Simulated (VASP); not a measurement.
# AlN (Cm) in VASP: further runs

Runs on AlN. Level: PBEsol. Tasks: single point.

Everything below comes from runs of VASP 6.6.1. Logs are shortened: lines on timing, memory, paths and dates and some standing lists are left out, and cuts for length are marked.

## 1. The cell of the first run

It takes space group Cm (No. 8, monoclinic). The conventional cell has a = 6.190 Å, b = 6.190 Å, c = 4.377 Å, α = 90.00°, β = 90.00°, γ = 90.00°. Al (site symmetry m) has 1 N at 1.27 Å within 1.7 Å. Within 2.5 Å of Al (site symmetry 1) lie 4 N at 1.90 Å. Al (site symmetry m) has 4 N at 1.90 Å within 2.5 Å. N (site symmetry m) has 1 Al at 1.27 Å within 1.7 Å. N (site symmetry 1) has 4 Al at 1.90 to 2.19 Å within 2.5 Å. N (site symmetry m) has 4 Al at 1.90 to 2.17 Å within 2.5 Å.

## 2. Single point, PBEsol (atom 1 (Al) moved by -0.504 Å along [1 1 0] and +0.378 Å along [0 0 1])

The input, INCAR:

```
PREC     = Accurate       # precision mode
ENCUT    = 520            # plane-wave cutoff, eV
EDIFF    = 1E-6           # SCF threshold, eV
ISMEAR   = 0              # smearing method
SIGMA    = 0.05           # smearing width, eV
LREAL    = False          # projectors in reciprocal space
LASPH    = True           # aspherical terms in the spheres
NELM     = 60             # most SCF steps
ALGO     = Normal         # electronic algorithm
ISIF     = 2              # what is computed and relaxed
LWAVE    = False          # write WAVECAR
LCHARG   = False          # write CHGCAR
GGA      = PS             # functional
NBANDS   = 26             # bands
```

The input, KPOINTS:

```
Automatic mesh
0
Gamma
  6 6 6
```

The input, POSCAR:

```
AlN
1.0
    4.3771405283      0.0000000000      0.0000000000
    0.0000000000     -4.3771405283      0.0000000000
    0.0000000000      0.0000000000     -4.3771405283
Al N
4 4
Direct
   -0.0814188659     -0.0863577483     -0.0814188659
    0.5000000000      0.5000000000      0.0000000000
    0.5000000000      0.0000000000      0.5000000000
    0.0000000000      0.5000000000      0.5000000000
    0.7500000000      0.7500000000      0.7500000000
    0.2500000000      0.2500000000      0.7500000000
    0.2500000000      0.7500000000      0.2500000000
    0.7500000000      0.2500000000      0.2500000000
```

Potentials or basis: VASP PAW PBE potentials, release 64 (Al, N).

Started as:

```console
cat potpaw_PBE.64/Al/POTCAR potpaw_PBE.64/N/POTCAR > POTCAR
mpirun -np 1 vasp_std > vasp.out
```

OUTCAR:

```text
PREC = Accurate
   ENCUT = 520
   EDIFF = 1E-6
   ISMEAR = 0
   LREAL = False
   LASPH = True
   NELM = 60
   ISIF = 2
   GGA = PS

 ion  position               nearest neighbor table
   1  0.919  0.914  0.919-   5 1.27   7 2.17   6 2.19   8 2.19   2 2.60   4 2.60   3 2.62   4 3.14
                             2 3.14   3 3.16   3 3.16   4 3.17   2 3.17
   2  0.500  0.500  0.000-   5 1.90   6 1.90   7 1.90   8 1.90   1 2.60   3 3.10   4 3.10   3 3.10
                             4 3.10   3 3.10   3 3.10   4 3.10   4 3.10   1 3.14   1 3.17
   3  0.500  0.000  0.500-   5 1.90   6 1.90   7 1.90   8 1.90   1 2.62   2 3.10   4 3.10   2 3.10
                             2 3.10   4 3.10   2 3.10   4 3.10   4 3.10   1 3.16   1 3.16
   4  0.000  0.500  0.500-   5 1.90   6 1.90   7 1.90   8 1.90   1 2.60   2 3.10   3 3.10   2 3.10
                             3 3.10   2 3.10   3 3.10   2 3.10   3 3.10   1 3.14   1 3.17
   5  0.750  0.750  0.750-   1 1.27   2 1.90   3 1.90   4 1.90
   6  0.250  0.250  0.750-   2 1.90   3 1.90   4 1.90   1 2.19
   7  0.250  0.750  0.250-   2 1.90   3 1.90   4 1.90   1 2.17
   8  0.750  0.250  0.250-   2 1.90   3 1.90   4 1.90   1 2.19

 -----------------------------------------------------------------------------
|                                                                             |
|           W    W    AA    RRRRR   N    N  II  N    N   GGGG   !!!           |
|           W    W   A  A   R    R  NN   N  II  NN   N  G    G  !!!           |
|           W    W  A    A  R    R  N N  N  II  N N  N  G       !!!           |
|           W WW W  AAAAAA  RRRRR   N  N N  II  N  N N  G  GGG   !            |
|           WW  WW  A    A  R   R   N   NN  II  N   NN  G    G                |
|           W    W  A    A  R    R  N    N  II  N    N   GGGG   !!!           |
|                                                                             |
|     The distance between some ions is very small. Please check the          |
|     nearest-neighbor list in the OUTCAR file.                               |
|     I HOPE YOU KNOW WHAT YOU ARE DOING!                                     |
|                                                                             |
 -----------------------------------------------------------------------------

  LATTYP: Found a simple cubic cell.
 ALAT       =     4.3771405283

  Lattice vectors:

 A1 = (   4.3771405283,   0.0000000000,   0.0000000000)
 A2 = (   0.0000000000,  -4.3771405283,   0.0000000000)
 A3 = (   0.0000000000,   0.0000000000,  -4.3771405283)

Analysis of symmetry for initial positions (statically):
=====================================================================
 Subroutine PRICEL returns:
 Original cell was already a primitive cell.

 Routine SETGRP: Setting up the symmetry group for a
 simple cubic supercell.

 Subroutine GETGRP returns: Found  2 space group operations
 (whereof  2 operations were pure point group operations)
 out of a pool of 48 trial point group operations.

The static configuration has the point symmetry C_1h.

Analysis of symmetry for dynamics (positions and initial velocities):
=====================================================================
 Subroutine PRICEL returns:
 Original cell was already a primitive cell.

 Routine SETGRP: Setting up the symmetry group for a
 simple cubic supercell.

 Subroutine GETGRP returns: Found  2 space group operations
 (whereof  2 operations were pure point group operations)
 out of a pool of 48 trial point group operations.

The dynamic configuration has the point symmetry C_1h.

 Subroutine INISYM returns: Found  2 space group operations
 (whereof  2 operations are pure point group operations),
 and found     1 'primitive' translations

----------------------------------------------------------------------------------------

                                     Primitive cell

  volume of cell :      83.8632

  direct lattice vectors                    reciprocal lattice vectors
[... 45 lines left out ...]
  volume of cell :       83.86
 maximum number of plane-waves:      2301
 NGX is ok and might be reduce to    36
   NGX = 17   NGY = 17   NGZ = 17

 number of electron      31.9999992 magnetization

 Free energy of the ion-electron system (eV)
  ---------------------------------------------------
  ext. energy  EPLUGINS =         0.00000000
  ---------------------------------------------------
  free energy    TOTEN  =       -52.38762677 eV

  energy without entropy =      -52.38762677  energy(sigma->0) =      -52.38762677

 E-fermi :   6.7029     XC(G=0): -11.0710

 val. band max:        6.4871802086   @ k =   0.5000   0.5000   0.5000
 cond. band min:       8.3412185798   @ k =   0.0000   0.0000   0.0000
 fundamental gap:      1.8540383712
 Fermi energy:         6.7028949357

 k-point     1 :       0.0000    0.0000    0.0000
  band No.  band energies     occupation
      1      -9.8115      2.00000
      2      -7.2306      2.00000
      3      -5.8673      2.00000
      4      -5.8341      2.00000
      5       0.0464      2.00000
      6       0.0485      2.00000
[... 18 lines left out ...]
     25      18.3838      0.00000
     26      18.3980      0.00000

 k-point     2 :       0.1667    0.0000    0.0000
  band No.  band energies     occupation
      1      -9.7280      2.00000
      2      -7.2603      2.00000
      3      -6.0045      2.00000
      4      -5.8405      2.00000
      5       0.1556      2.00000
      6       0.2261      2.00000
[... 18 lines left out ...]
     25      18.0061      0.00000
     26      18.6065      0.00000

 k-point     3 :       0.0000    0.1667    0.0000
  band No.  band energies     occupation
      1      -9.7288      2.00000
      2      -7.2547      2.00000
      3      -6.0331      2.00000
      4      -5.8164      2.00000
      5       0.1525      2.00000
      6       0.2283      2.00000
[... 572 lines left out ...]
 k-point    23 :      -0.3333    0.3333    0.0000
  band No.  band energies     occupation
      1      -9.3442      2.00000
      2      -7.1771      2.00000
      3      -6.4576      2.00000
      4      -6.1060      2.00000
      5       0.3916      2.00000
      6       0.5202      2.00000
[... 18 lines left out ...]
     25      16.4348      0.00000
     26      16.7600      0.00000

 k-point    24 :      -0.3333    0.0000    0.3333
  band No.  band energies     occupation
      1      -9.3425      2.00000
      2      -7.1860      2.00000
      3      -6.4329      2.00000
      4      -6.1251      2.00000
      5       0.3905      2.00000
      6       0.5093      2.00000
[... 18 lines left out ...]
     25      16.4609      0.00000
     26      16.7817      0.00000

 [... further k-points ...]
[... 5 lines left out ...]
  --------------------------------------------------------------------------------------
  -------------------------------------------------------------------------------------
  Total       16.7988125     15.5463238     16.7988125    -17.7325861     17.7325857    -18.1609510
  in kB      320.9354541    297.0070925    320.9354541   -338.7748716    338.7748649   -346.9586340
  external PRESSURE =     312.9593336 kB  Pullay stress =       0.0000000 kB

 VOLUME and BASIS-vectors are now :
 -----------------------------------------------------------------------------
  energy-cutoff  :      520.00
  volume of cell :       83.86
      direct lattice vectors                 reciprocal lattice vectors
     4.377140528  0.000000000  0.000000000     0.228459652  0.000000000  0.000000000
     0.000000000 -4.377140528  0.000000000     0.000000000 -0.228459652  0.000000000
     0.000000000  0.000000000 -4.377140528     0.000000000  0.000000000 -0.228459652

 POSITION                                       TOTAL-FORCE (eV/Angst)
 -----------------------------------------------------------------------------------
      4.02076     -3.99914     -4.02076        29.220905    -28.665903    -29.220905
      2.18857     -2.18857      0.00000        -1.640945      1.719400     -0.919526
      2.18857      0.00000     -2.18857        -1.598470     -0.983300      1.598470
      0.00000     -2.18857     -2.18857         0.919526      1.719400      1.640945
      3.28286     -3.28286     -3.28286       -25.232672     24.537613     25.232672
      1.09429     -1.09429     -3.28286        -0.728017      0.741009      0.174232
      1.09429     -3.28286     -1.09429        -0.766096      0.190771      0.766096
      3.28286     -1.09429     -1.09429        -0.174232      0.741009      0.728017
 -----------------------------------------------------------------------------------
    total drift:                                0.000058     -0.000023     -0.000058

  FREE ENERGIE OF THE ION-ELECTRON SYSTEM (eV)
  ---------------------------------------------------
  free  energy   TOTEN  =       -52.3876267686 eV

  energy  without entropy=      -52.3876267686  energy(sigma->0) =      -52.38762677
```

Wall time 1.7 min (1 thread of Intel Xeon Platinum 8259CL at 2.50GHz (Skylake/Cascade Lake), shared host); peak memory 0.26 GiB.

Results:

| Quantity | Value |
| --- | --- |
| Free energy | -52.3876 eV |
| Pressure | 31.3 GPa |
| Largest force | 50.294 eV/Å |
| Band gap on the k mesh | 1.85 eV, indirect (least direct gap 1.99 eV) |

Forces in eV/Å, atoms in the order of the input:
```
Al   29.221 -28.666 -29.221
Al   -1.641   1.719  -0.920
Al   -1.598  -0.983   1.598
Al    0.920   1.719   1.641
N   -25.233  24.538  25.233
N    -0.728   0.741   0.174
N    -0.766   0.191   0.766
N    -0.174   0.741   0.728
```

Stress tensor (GPa, compression positive):
```
 32.09 -33.88 -34.70
-33.88  29.70  33.88
-34.70  33.88  32.09
```

Caveat: the cell differs from its parent crystal (atom 1 (Al) moved by -0.504 Å along [1 1 0] and +0.378 Å along [0 0 1]); the PAW data sets were made with another functional, which shifts forces and pressure a little. A k mesh can miss the band edges.

[end of part 1 of 2]
